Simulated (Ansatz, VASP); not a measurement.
One calculation of HgTe, two programs

The input INCAR:

```
ALGO     = Normal         # electronic algorithm
EDIFF    = 1E-6           # SCF threshold, eV
ENCUT    = 500            # plane-wave cutoff, eV
GGA      = PE             # functional
GGA_COMPAT= False        
ISIF     = 2              # what is computed and relaxed
ISMEAR   = 0              # smearing method
LASPH    = True           # aspherical terms in the spheres
LCHARG   = False          # write CHGCAR
LREAL    = False          # projectors in reciprocal space
LWAVE    = False          # write WAVECAR
NBANDS   = 16             # bands
NELM     = 120            # most SCF steps
PREC     = Accurate       # precision mode
SIGMA    = 0.1            # smearing width, eV
```

File KPOINTS:

```
k-points
0
Gamma
  4 4 4
```

File POSCAR:

```
HgTe
1.0
    0.0000000000      3.0771170000      3.0771170000
    3.0771170000      0.0000000000      3.0771170000
    3.0771170000      3.0771170000      0.0000000000
Hg Te
1 1
Direct
    0.0000000000      0.0000000000      0.0000000000
    0.5000000000      0.5000000000      0.5000000000
```

Input for Ansatz:

```yaml
crystal:
  lattice:
    - [0.0, 3.077117, 3.077117]
    - [3.077117, 0.0, 3.077117]
    - [3.077117, 3.077117, 0.0]
  atoms:
    - { symbol: Hg, position: [0.0, 0.0, 0.0] }
    - { symbol: Te, position: [0.5, 0.5, 0.5] }
basis:
  ecutwfc: 420
kpoints:
  mp_grid: { grid: [4, 4, 4] }
hamiltonian:
  xc: pbe
scf:
  occupations: { method: gaussian, width: 0.1 }
  lower_state_search: standard
  max_iter: 76
output:
  forces: true
  stress: true
  eigenvalues: true
```

Alike in both runs: task single point; functional PBE; k mesh 4 × 4 × 4; occupations gaussian, width 0.1 eV; no spin polarisation.

|  | VASP | Ansatz |
| --- | --- | --- |
| version | VASP 6.6.1 | Ansatz 0.2.0 |
| potentials or method | VASP PAW PBE potentials, release 64 (Hg, Te), cutoff 500 eV | scalar-relativistic, plane waves, PAW |
| valence electrons in the cell | 18 | 36 |

|  | VASP | Ansatz | Ansatz less VASP |
| --- | --- | --- | --- |
| gap on the k mesh at the Fermi level (eV) | none | none | - |
| pressure (GPa) | 1.1 | 1.0 | -0.12 |

A gap of «none» marks a metal or a gap that the smearing closes. With one functional, cell and mesh, what is left measures potentials, basis and numerics. VASP's potentials hold 18 valence electrons a cell and Ansatz's 36, so a difference there can come from the potentials and not from the codes.

The k mesh is coarse, so the values compare programs but aren't converged. Neither program's run includes spin-orbit coupling.
